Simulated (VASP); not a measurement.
**Ca: single point with PBEsol**

The system is Ca.

```
CELL_PARAMETERS angstrom
1.85504 -3.19528 0.00000
1.85504 3.19528 0.00000
0.00000 0.00000 7.35037
ATOMIC_POSITIONS crystal
Ca 0.83559 0.16441 0.25000
Ca 0.16441 0.83559 0.75000
```

This cell differs from its parent crystal: ratio of the length along z to the lengths across it x 1.2, volume and fractional coordinates fixed.

* Program: VASP 6.6.1
* Task: single point
* Functional: PBEsol
* Potentials or basis: VASP PAW PBE potentials, release 64 (Ca_sv)
* Cutoff: 520 eV
* k mesh: 16 × 16 × 8
* Occupations: gaussian, width 0.15 eV
* Spin: no spin polarisation
* Dipole correction: no
* Further INCAR settings: ALGO = Normal; EDIFF = 1e-06; NBANDS = 17

* Pressure: -0.5 GPa
* Largest force: 0.008 eV/Å
* Band gap on the k mesh: zero (band 10 reaches 2.13 eV, above the bottom of band 11 at 0.98 eV)

Forces on the atoms (eV/Å):
```
Ca   0.000  0.008  0.000
Ca   0.000 -0.008  0.000
```

Stress tensor (GPa, compression positive):
```
 1.50  0.00  0.00
 0.00  1.71  0.00
 0.00  0.00 -4.71
```

Levels at points of the mesh, in eV from the Fermi level:
```tsv
k point	band 6	band 7	band 8	band 9	band 10	band 11	band 12	band 13	band 14	band 15
(0.00, 0.00, 0.00)	-22.90	-22.89	-22.89	-3.98	-1.74	-0.79	1.46	2.35	2.40	2.48
(0.50, 0.00, 0.00)	-22.94	-22.93	-22.93	-0.79	-0.41	0.20	0.42	1.16	1.39	2.76
(0.50, 0.50, 0.00)	-22.94	-22.94	-22.93	-0.76	-0.41	0.23	0.44	1.12	1.38	2.73
(0.00, 0.00, 0.50)	-22.90	-22.90	-22.90	-3.23	-3.23	0.70	0.70	2.39	2.39	2.44
(0.50, 0.00, 0.50)	-22.94	-22.94	-22.94	-0.56	-0.56	0.27	0.27	1.21	1.21	3.20
(0.50, 0.50, 0.50)	-22.94	-22.93	-22.93	-0.55	-0.55	0.31	0.31	1.19	1.19	3.17
```

Run time: 5.2 min on 1 thread of AMD EPYC 7R13 Processor (Zen 3), with other jobs on the host, peak memory 0.51 GiB.

Caveat: the PAW data sets were made with another functional, which shifts forces and pressure a little.
